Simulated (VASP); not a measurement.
Set up this calculation in VASP 6.6.1, as the native input.

```yaml
Task: single point
Functional: PBE
Potentials_or_basis: VASP PAW PBE potentials, release 64 (Cs_sv, Pb_d, I, Br)
Cutoff: 520 eV
k_mesh: 4 × 4 × 6
Occupations: gaussian, width 0.05 eV
Spin: no spin polarisation
Dipole_correction: no
Further_INCAR_settings: ALGO = Normal; EDIFF = 1e-06; NBANDS = 30
```

The structure of CsPbI2Br lies in POSCAR:

```
CsPbI2Br
1.0
    6.3752960000      0.0000000000      0.0000000000
    0.0000000000      6.3752960000      0.0000000000
    0.0000000000      0.0000000000      5.9622200000
Cs Pb I Br
1 1 2 1
Direct
    0.5000000000      0.5000000000      0.5000000000
    0.0000000000      0.0000000000      0.0000000000
    0.0000000000      0.5000000000      0.0000000000
    0.5000000000      0.0000000000      0.0000000000
    0.0000000000      0.0000000000      0.5000000000
```

The input as run:

INCAR

```
PREC = Accurate
ENCUT = 520
EDIFF = 1E-6
ISMEAR = 0
SIGMA = 0.05
LREAL = F
LASPH = T
NELM = 60
ALGO = Normal
ISIF = 2
LWAVE = F
LCHARG = F
GGA = PE
NBANDS = 30
```

KPOINTS

```
regular mesh
0
Gamma
  4 4 6
```

Potentials or basis: VASP PAW PBE potentials, release 64 (Cs_sv, Pb_d, I, Br).

Command:

```bash
$ cat potpaw_PBE.64/Cs_sv/POTCAR potpaw_PBE.64/Pb_d/POTCAR potpaw_PBE.64/I/POTCAR potpaw_PBE.64/Br/POTCAR > POTCAR
$ mpirun -np 1 vasp_std > vasp.out
```

Results of the run:

```yaml
Pressure: 0.3 GPa
Band_gap_on_the_k_mesh: 1.47 eV
```

Caveat: spin-orbit coupling is left out, which moves the levels of the heavy elements.

Run time: 4.3 min on 1 thread of Intel Xeon 8259CL (shared host), peak memory 0.45 GiB.
